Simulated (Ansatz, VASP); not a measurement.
**One calculation of Pd, two programs**

```
CELL_PARAMETERS angstrom
0.00000 1.91385 1.91385
1.91385 0.00000 1.91385
1.91385 1.91385 0.00000
ATOMIC_POSITIONS crystal
Pd 0.00000 0.00000 0.00000
```

Alike in both runs: task single point; functional r2SCAN; k mesh 18 × 18 × 18; occupations gaussian, width 0.1 eV; no spin polarisation.

```csv
,VASP,Ansatz
version,VASP 6.6.1,Ansatz 0.2.0
potentials or method,"VASP PAW PBE potentials, release 64 (Pd_sv_GW), cutoff 590 eV","scalar-relativistic, plane waves, PAW"
valence electrons in the cell,18,18
```

Ansatz gave:

| Quantity | Value |
| --- | --- |
| gap on the k mesh at the Fermi level (eV) | none |
| pressure (GPa) | 13.6 |

Task: Which values does VASP return?

Result: gap on the k mesh at the Fermi level (eV): none; pressure (GPa): 12.2.

VASP's potentials were made for PBE, not for r2SCAN. A gap of «none» marks a metal or a gap that the smearing closes.
